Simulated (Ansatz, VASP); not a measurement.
**One calculation of NaI, two programs**

Contents of POSCAR:

```
NaI
1.0
    0.0000000000      3.2297205484      3.2458691511
    3.2297205484      0.0000000000      3.2458691511
    3.2297205484      3.2297205484      0.0000000000
Na I
1 1
Direct
    0.0000000000      0.0000000000      0.0000000000
    0.5000000000      0.5000000000      0.5000000000
```

The input INCAR.step1:

```
SYSTEM = NaI
ALGO = Normal ; EDIFF = 1E-4
ENCUT = 520 ; GGA = PE
ISMEAR = 0 ; LASPH = .TRUE.
LCHARG = .FALSE. ; LREAL = .FALSE.
LWAVE = .TRUE. ; NBANDS = 14
NELM = 100 ; PREC = Accurate
SIGMA = 0.01
```

INCAR.step2

```
SYSTEM = NaI
ALGO = Normal ; EDIFF = 1E-6
ENCUT = 520 ; ISIF = 2
ISMEAR = 0 ; ISTART = 1
LASPH = .TRUE. ; LCHARG = .FALSE.
LMIXTAU = .TRUE. ; LREAL = .FALSE.
LWAVE = .FALSE. ; METAGGA = R2SCAN
NBANDS = 14 ; NELM = 100
PREC = Accurate ; SIGMA = 0.01
```

Contents of KPOINTS:

```
k-points
0
G
  8 8 8
  0 0 0
```

Input for Ansatz:

```yaml
crystal:
  lattice:
    - [0.0, 3.2297205484, 3.2458691511]
    - [3.2297205484, 0.0, 3.2458691511]
    - [3.2297205484, 3.2297205484, 0.0]
  atoms:
    - { symbol: Na, position: [0.0, 0.0, 0.0] }
    - { symbol: I, position: [0.5, 0.5, 0.5] }
kpoints:
  mp_grid: { grid: [8, 8, 8] }
  band_path:
    path:
      - [0.0, 0.0, 0.0]
      - [0.5, 0.0, 0.5]
      - [0.625, 0.25, 0.625]
      - [0.375, 0.375, 0.75]
      - [0.5, 0.5, 0.5]
      - [0.5, 0.25, 0.75]
    npoints: 1
hamiltonian:
  xc: r2scan
scf:
  occupations: { method: fixed }
  n_extra_bands: 4
output:
  forces: true
  stress: true
  eigenvalues: true
```

Change from the starting cell: uniaxial_z strain +0.5%.

Alike in both runs: task single point; functional r2SCAN; k mesh 8 × 8 × 8; no spin polarisation.

|  | VASP | Ansatz |
| --- | --- | --- |
| version | VASP 6.6.1 | Ansatz 0.2.0 |
| potentials or method | VASP PAW PBE potentials, release 64 (Na_pv, I) | plane waves, PAW |
| plane-wave cutoff (eV) | 520 | 500 |
| occupations | gaussian, width 0.01 eV | fixed |
| valence electrons in the cell | 14 | 26 |

```csv
,VASP,Ansatz,Ansatz less VASP
gap on the k mesh at the Fermi level (eV),4.44,4.43,-0.010
pressure (GPa),-0.2,-0.1,+0.09
"traceless stress, the component that is largest in VASP (GPa)",-0.09,-0.09,+0.002
```

VASP's potentials were made for PBE, not for r2SCAN. VASP's potentials hold 14 valence electrons a cell and Ansatz's 26, so a difference there can come from the potentials and not from the codes.

Neither program's run includes spin-orbit coupling.
